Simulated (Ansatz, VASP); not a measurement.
## One calculation of Se, two programs

File INCAR:

```
ALGO     = Normal         # electronic algorithm
EDIFF    = 1E-6           # SCF threshold, eV
ENCUT    = 520            # plane-wave cutoff, eV
GGA      = PE             # functional
ISIF     = 2              # what is computed and relaxed
ISMEAR   = -1             # smearing method
LASPH    = True           # aspherical terms in the spheres
LCHARG   = True           # write CHGCAR
LELF     = True           # ELF
LREAL    = False          # projectors in reciprocal space
LVHAR    = True         
LWAVE    = False          # write WAVECAR
NBANDS   = 9              # bands
NELM     = 80             # most SCF steps
PREC     = Accurate       # precision mode
SIGMA    = 0.1            # smearing width, eV
```

The input KPOINTS:

```
k-points
0
Gamma
  14 14 14
```

The input POSCAR:

```
Se
1.0
   -1.6477945152      1.6477945152      1.6477945152
    1.6477945152     -1.6477945152      1.6477945152
    1.6477945152      1.6477945152     -1.6477945152
Se
1
Direct
    0.0000000000      0.0000000000      0.0000000000
```

Input for Ansatz:

```yaml
crystal:
  lattice:
    - [-1.6477945152, 1.6477945152, 1.6477945152]
    - [1.6477945152, -1.6477945152, 1.6477945152]
    - [1.6477945152, 1.6477945152, -1.6477945152]
  atoms:
    - { symbol: Se, position: [0.0, 0.0, 0.0] }
hamiltonian:
  xc: pbe
  pseudopotentials:
    kind: paw
    azcp:
      Se: "pseudopotentials/Se.paw.azcp"
basis:
  ecutwfc: 420
  fft_grid_basis: typed
kpoints:
  mp_grid: { grid: [14, 14, 14], shift: [0, 0, 0] }
magnetization:
  spin_polarized: false
scf:
  occupations: { method: fermi_dirac, width: 0.1 }
  lower_state_search: "off"
output:
  stress: true
```

Alike in both runs: task single point; functional PBE; k mesh 14 × 14 × 14; occupations fermi-dirac, width 0.1 eV; no spin polarisation.

|  | VASP | Ansatz |
| --- | --- | --- |
| version | VASP 6.6.1 | Ansatz 0.2.0 |
| potentials or method | VASP PAW PBE potentials, release 64 (Se), cutoff 520 eV | plane waves (420 eV) with PAW, scalar-relativistic |
| valence electrons in the cell | 6 | 16 |

```tsv
	VASP	Ansatz	Ansatz less VASP
pressure (GPa)	13.0	12.9	-0.04
```

With one functional, cell and mesh, what is left measures potentials, basis and numerics. VASP's potentials hold 6 valence electrons a cell and Ansatz's 16, so a difference there can come from the potentials and not from the codes.
